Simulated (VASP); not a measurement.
A run of VASP 6.6.1:

INCAR

```
PREC = Accurate
ENCUT = 520
EDIFF = 1E-7
ISMEAR = -1
SIGMA = 0.1
LREAL = Auto
LASPH = T
NELM = 80
ALGO = Normal
ISIF = 2
LWAVE = F
LCHARG = F
GGA = PE
NBANDS = 80
```

Contents of KPOINTS:

```
regular mesh
0
Gamma
  2 2 2
```

Contents of POSCAR:

```
Al7Ru8
1.0
    6.0171100000      0.0000000000      0.0000000000
    0.0000000000      6.0171100000      0.0000000000
    0.0000000000      0.0000000000      6.0171100000
Ru Al
8 7
Direct
    0.2474222675      0.2485513810      0.2525250494
    0.2474327376      0.2485206353      0.7470862258
    0.2474046511      0.7539051139      0.2525107568
    0.2474373910      0.7539011253      0.7471355850
    0.7528580997      0.2484948754      0.2525611132
    0.7528278526      0.2484834081      0.7471068337
    0.7528265230      0.7539232289      0.2525159088
    0.7528087404      0.7539353610      0.7471390751
    0.0001636998      0.0012294939     -0.0001776600
    0.0000596632      0.5011734869     -0.0002295122
    0.0001110168      0.5013164127      0.4998387930
    0.5001071943      0.0012537580     -0.0001650294
    0.5000365624      0.0011817966      0.4997809580
    0.5001317908      0.5012462794     -0.0001627027
    0.5001771615      0.5012236771      0.4998218414
```

Potentials or basis: VASP PAW PBE potentials, release 64 (Ru_pv, Al).

Command:

```console
$ cat potpaw_PBE.64/Ru_pv/POTCAR potpaw_PBE.64/Al/POTCAR > POTCAR
$ mpirun -np 1 vasp_std > vasp.out
```

Hardware: 1 thread of Intel(R) Xeon(R) 6975P-C (Granite Rapids), with other jobs on the host.

Problem. Estimate the wall time of this run.

Solution. Run time: 2.3 min on 1 thread of Intel(R) Xeon(R) 6975P-C (Granite Rapids) (shared host), peak memory 0.36 GiB. Counts: scf iterations 19, k points 8.
